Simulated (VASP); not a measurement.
# AlCo (Pm-3m) in VASP: single point with PBE

Aim: the single point of AlCo with PBE.

Program: VASP 6.6.1. These are calculated values, not measurements. Logs are shortened: lines on timing, memory, paths and dates and some standing lists are left out, and cuts for length are marked.

## 1. The cell of the first run

Symmetry: Pm-3m, No. 221, cubic system. Conventional cell: a = 2.819 Å, b = 2.819 Å, c = 2.819 Å, α = 90.00°, β = 90.00°, γ = 90.00°. Within 3.2 Å of Al (site symmetry m-3m) lie 8 Co at 2.44 Å and 6 Al at 2.82 Å. Co (site symmetry m-3m) has 8 Al at 2.44 Å and 6 Co at 2.82 Å within 3.2 Å.

## 2. Single point, PBE, collinear spin, ferromagnetic start

File INCAR:

```
  PREC = Accurate
  ENCUT = 600
  EDIFF = 1E-6
  ISMEAR = -1
  SIGMA = 0.15
  LREAL = False
  LASPH = True
  NELM = 200
  ALGO = Normal
  ISIF = 2
  LWAVE = False
  LCHARG = True
  ISPIN = 2
  MAGMOM = 0 1.8
  LORBIT = 11
  LMAXMIX = 4
  GGA = PE
  LELF = True
  LVHAR = True
  NBANDS = 17
  GGA_COMPAT = False
```

File KPOINTS:

```
Automatic mesh
0
Gamma
  7 7 7
```

File POSCAR:

```
AlCo
1.0
    2.8194000000      0.0000000000      0.0000000000
    0.0000000000      2.8194000000      0.0000000000
    0.0000000000      0.0000000000      2.8194000000
Al Co
1 1
Direct
    0.0000000000      0.0000000000      0.0000000000
    0.5000000000      0.5000000000      0.5000000000
```

Potentials or basis: VASP PAW PBE potentials, release 64 (Al, Co).

The run is started by

```sh
$ cat potpaw_PBE.64/Al/POTCAR potpaw_PBE.64/Co/POTCAR > POTCAR
$ mpirun -np 1 vasp_std > vasp.out
```

OUTCAR:

```text
PREC = Accurate
   ENCUT = 600
   EDIFF = 1E-6
   ISMEAR = -1
   LREAL = False
   LASPH = True
   NELM = 200
   ISIF = 2
   ISPIN = 2
   LORBIT = 11
   GGA = PE

 ion  position               nearest neighbor table
   1  0.000  0.000  0.000-   2 2.44   2 2.44   2 2.44   2 2.44   2 2.44   2 2.44   2 2.44   2 2.44

   2  0.500  0.500  0.500-   1 2.44   1 2.44   1 2.44   1 2.44   1 2.44   1 2.44   1 2.44   1 2.44

  LATTYP: Found a simple cubic cell.
 ALAT       =     2.8194000000

  Lattice vectors:

 A1 = (   2.8194000000,   0.0000000000,   0.0000000000)
 A2 = (   0.0000000000,   2.8194000000,   0.0000000000)
 A3 = (   0.0000000000,   0.0000000000,   2.8194000000)

Analysis of symmetry for initial positions (statically):
=====================================================================
 Subroutine PRICEL returns:
 Original cell was already a primitive cell.

 Routine SETGRP: Setting up the symmetry group for a
 simple cubic supercell.

 Subroutine GETGRP returns: Found 48 space group operations
[... 9 lines left out ...]

 Routine SETGRP: Setting up the symmetry group for a
 simple cubic supercell.

 Subroutine GETGRP returns: Found 48 space group operations
 (whereof 48 operations were pure point group operations)
 out of a pool of 48 trial point group operations.

The dynamic configuration has the point symmetry O_h .

Analysis of structural, dynamic, and magnetic symmetry:
=====================================================================
 Subroutine PRICEL returns:
 Original cell was already a primitive cell.

 Routine SETGRP: Setting up the symmetry group for a
 simple cubic supercell.

 Subroutine GETGRP returns: Found 48 space group operations
 (whereof 48 operations were pure point group operations)
 out of a pool of 48 trial point group operations.

The overall configuration has the point symmetry O_h .

 Subroutine INISYM returns: Found 48 space group operations
[... 5 lines left out ...]
                                     Primitive cell

  volume of cell :      22.4115

  direct lattice vectors                    reciprocal lattice vectors
     2.819400000  0.000000000  0.000000000     0.354685394  0.000000000  0.000000000
     0.000000000  2.819400000  0.000000000     0.000000000  0.354685394  0.000000000
     0.000000000  0.000000000  2.819400000     0.000000000  0.000000000  0.354685394

  length of vectors
     2.819400000  2.819400000  2.819400000     0.354685394  0.354685394  0.354685394

  position of ions in fractional coordinates (direct lattice)
     0.000000000  0.000000000  0.000000000
     0.500000000  0.500000000  0.500000000

  ion indices of the primitive-cell ions
   primitive index   ion index
                 1           1
                 2           2

----------------------------------------------------------------------------------------

 KPOINTS: Automatic mesh

Automatic generation of k-mesh.
 Grid dimensions read from file:
 generate k-points for:    7    7    7

 Generating k-lattice:

  Cartesian coordinates                     Fractional coordinates (reciprocal lattice)
     0.050669342  0.000000000  0.000000000     0.142857143  0.000000000  0.000000000
     0.000000000  0.050669342  0.000000000     0.000000000  0.142857143  0.000000000
     0.000000000  0.000000000  0.050669342     0.000000000  0.000000000  0.142857143

  Length of vectors
     0.050669342  0.050669342  0.050669342

  Shift w.r.t. Gamma in fractional coordinates (k-lattice)
     0.000000000  0.000000000  0.000000000

 Subroutine IBZKPT returns following result:
 ===========================================

 Found     20 irreducible k-points:

 Following reciprocal coordinates:
            Coordinates               Weight
  0.000000  0.000000  0.000000      1.000000
  0.142857  0.000000  0.000000      6.000000
  0.285714  0.000000  0.000000      6.000000
  0.428571  0.000000  0.000000      6.000000
  0.142857  0.142857  0.000000     12.000000
  0.285714  0.142857  0.000000     24.000000
[... 12 lines left out ...]
  0.428571  0.428571  0.285714     24.000000
  0.428571  0.428571  0.428571      8.000000
   k-points           NKPTS =     20   k-points in BZ     NKDIM =     20   number of bands    NBANDS=     17
   number of dos      NEDOS =    301   number of ions     NIONS =      2
   total plane-waves  NPLWV =  13824
   dimension x,y,z NGX =    24 NGY =   24 NGZ =   24
   dimension x,y,z NGXF=    48 NGYF=   48 NGZF=   48
   ions per type =               1   1
   NGX,Y,Z   is equivalent  to a cutoff of  14.15, 14.15, 14.15 a.u.
   NGXF,Y,Z  is equivalent  to a cutoff of  28.30, 28.30, 28.30 a.u.
 SYSTEM =  unknown system
   PREC   = accura    normal or accurate (medium, high low for compatibility)
   ISTART =      0    job   : 0-new  1-cont  2-samecut
   ICHARG =      2    charge: 1-file 2-atom 10-const
   ISPIN  =      2    spin polarized calculation?
   LNONCOLLINEAR =      F non collinear calculations
   LSORBIT =      F    spin-orbit coupling
   LASPH  =      T    aspherical Exc in radial PAW
   ENCUT  =  600.0 eV  44.10 Ry    6.64 a.u.   5.63  5.63  5.63*2*pi/ulx,y,z
   NELM   =    200;   NELMIN=  2; NELMDL= -5     # of ELM steps
   EDIFF  = 0.1E-05   stopping-criterion for ELM
   LREAL  =      F    real-space projection
   EDIFFG = 0.1E-04   stopping-criterion for IOM
   NSW    =      0    number of steps for IOM
   IBRION =     -1    ionic relax: 0-MD 1-quasi-New 2-CG
   NFREE  =      0    steps in history (QN), initial steepest desc. (CG)
   ISIF   =      2    stress and relaxation
   ISYM   =      2    0-nonsym 1-usesym 2-fastsym
   POTIM  = 0.5000    time-step for ionic-motion
   TEBEG  =    0.0;   TEEND  =   0.0 temperature during run
   PSTRESS=    0.0 pullay stress
   NELECT =      12.0000    total number of electrons
   NUPDOWN=      -1.0000    fix difference up-down
   EMIN   =  10.00;   EMAX   =-10.00  energy-range for DOS
   EFERMI =   0.00;   METHOD = LEGACY
   ISMEAR =    -1;   SIGMA  =   0.15  broadening in eV -4-tet -1-fermi 0-gaus
   EFERMI_NEDOS =   21; number of points for ismear=-14 and -15
   IALGO  =     38    algorithm
   IMIX   =      4    mixing-type and parameters
     AMIX     =   0.40;   BMIX     =  1.00
     AMIX_MAG =   1.60;   BMIX_MAG =  1.00
  volume/ion in A,a.u.               =      11.21        75.62
  Fermi-wavevector in a.u.,A,eV,Ry     =   1.329368  2.512141 24.044478  1.767219
  Thomas-Fermi vector in A             =   2.458536
   LORBIT       =     11    0 simple, 1 ext, 2 COOP (PROOUT), +10 PAW based schemes
   GGA     = PE    functional components
   LHFCALC =     F    Hartree Fock is set to
   AEXX    =    0.0000 exact exchange contribution
   IVDW    =     0    specifies the selected vdW correction
   LEPSILON=     F    determine dielectric tensor
   LRPA    =     F    only Hartree local field effects (RPA)
 spin polarized calculation
  energy-cutoff  :      600.00
  volume of cell :       22.41
 maximum number of plane-waves:       756
 NGX is ok and might be reduce to    24
   NGX = 11   NGY = 11   NGZ = 11

 number of electron      11.9999996 magnetization      -0.0091215

 number of electron      11.9999996 magnetization       0.0012106

 Free energy of the ion-electron system (eV)
  ---------------------------------------------------
  ext. energy  EPLUGINS =         0.00000000
  ---------------------------------------------------
  free energy    TOTEN  =       -12.00342512 eV

  energy without entropy =      -11.94165769  energy(sigma->0) =      -11.97254140

 E-fermi :  10.9027     XC(G=0): -12.4238

 val. band max:       10.7246940232   @ k =   0.4286   0.4286   0.2857
 cond. band min:      10.9383843209   @ k =   0.4286   0.4286   0.0000
 fundamental gap:      0.2136902977
 Fermi energy:        10.9026779368

 spin component 1

 k-point     1 :       0.0000    0.0000    0.0000
  band No.  band energies     occupation
      1      -0.2802      1.00000
      2       7.9023      1.00000
      3       7.9023      1.00000
      4      10.1266      0.99437
      5      10.1266      0.99437
      6      10.1266      0.99437
[... 9 lines left out ...]
     16      34.9907      0.00000
     17      34.9907      0.00000

 k-point     2 :       0.1429    0.0000    0.0000
  band No.  band energies     occupation
      1       0.1142      1.00000
      2       7.8403      1.00000
      3       8.0106      1.00000
      4       9.9268      0.99851
      5       9.9268      0.99851
      6      10.1484      0.99349
[... 9 lines left out ...]
     16      33.0199      0.00000
     17      34.5720      0.00000
[... 328 lines left out ...]
      6      10.7239      0.76705
[... 9 lines left out ...]
     16      37.7059      0.00000
     17      37.9299      0.00000

 k-point    20 :       0.4286    0.4286    0.4286
  band No.  band energies     occupation
      1       6.6226      1.00000
      2       7.0530      1.00000
      3       7.0530      1.00000
      4      10.4790      0.94398
      5      10.4790      0.94398
      6      11.7665      0.00315
[... 9 lines left out ...]
     16      42.0374      0.00000
     17      42.0375      0.00000
 Fermi energy:        10.9026779368

 spin component 2

 k-point     1 :       0.0000    0.0000    0.0000
  band No.  band energies     occupation
      1      -0.2806      1.00000
      2       7.9042      1.00000
      3       7.9042      1.00000
      4      10.1280      0.99431
      5      10.1280      0.99431
      6      10.1280      0.99431
[... 9 lines left out ...]
     16      34.9900      0.00000
     17      34.9900      0.00000

 k-point     2 :       0.1429    0.0000    0.0000
  band No.  band energies     occupation
      1       0.1138      1.00000
      2       7.8419      1.00000
      3       8.0125      1.00000
      4       9.9282      0.99849
      5       9.9282      0.99849
      6      10.1499      0.99343
[... 9 lines left out ...]
     16      33.0194      0.00000
     17      34.5715      0.00000
[... 341 lines left out ...]
 k-point    20 :       0.4286    0.4286    0.4286
  band No.  band energies     occupation
      1       6.6230      1.00000
      2       7.0536      1.00000
      3       7.0536      1.00000
      4      10.4817      0.94302
      5      10.4817      0.94302
      6      11.7664      0.00315
[... 9 lines left out ...]
     16      42.0364      0.00000
     17      42.0364      0.00000

------------------------ aborting loop because EDIFF is reached ----------------------------------------

  FORCE on cell =-STRESS in cart. coord.  units (eV):
  Direction    XX          YY          ZZ          XY          YZ          ZX
  --------------------------------------------------------------------------------------
  -------------------------------------------------------------------------------------
  Total        0.9759813      0.9759813      0.9759813      0.0000000     -0.0000000      0.0000000
  in kB       69.7721340     69.7721340     69.7721340      0.0000000     -0.0000000      0.0000000
  external PRESSURE =      69.7721340 kB  Pullay stress =       0.0000000 kB

 VOLUME and BASIS-vectors are now :
 -----------------------------------------------------------------------------
  energy-cutoff  :      600.00
  volume of cell :       22.41
      direct lattice vectors                 reciprocal lattice vectors
     2.819400000  0.000000000  0.000000000     0.354685394  0.000000000  0.000000000
     0.000000000  2.819400000  0.000000000     0.000000000  0.354685394  0.000000000
     0.000000000  0.000000000  2.819400000     0.000000000  0.000000000  0.354685394

 POSITION                                       TOTAL-FORCE (eV/Angst)
 -----------------------------------------------------------------------------------
      0.00000      0.00000      0.00000         0.000000      0.000000      0.000000
      1.40970      1.40970      1.40970         0.000000      0.000000      0.000000
 -----------------------------------------------------------------------------------
    total drift:                                0.000000     -0.000000     -0.000000

  FREE ENERGIE OF THE ION-ELECTRON SYSTEM (eV)
  ---------------------------------------------------
  free  energy   TOTEN  =       -12.0034251199 eV

  energy  without entropy=      -11.9416576897  energy(sigma->0) =      -11.97254140

 total charge

# of ion       s       p       d       tot
------------------------------------------
    1        0.398   0.443   0.000   0.842
    2        0.448   0.535   7.529   8.512
--------------------------------------------------
tot          0.847   0.979   7.529   9.354

 magnetization (x)

# of ion       s       p       d       tot
------------------------------------------
    1       -0.000  -0.000   0.000  -0.000
    2        0.000  -0.000   0.001   0.001
--------------------------------------------------
tot         -0.000  -0.000   0.001   0.001
```

It took 36 s on 1 thread of Intel Xeon 8259CL, shared host; peak memory 0.15 GiB.

What came out:

```
Free energy                                           : -12.0034 eV
Pressure                                              : 7.0 GPa
Band gap on the k mesh                                : zero (filled and empty bands overlap)
Net moment                                            : 0.00 μB per cell
Valence electrons inside the program's atomic spheres : Al 0.84; Co 8.51
```

Caveat: the starting moments collapsed, and a magnetic state may lie lower.
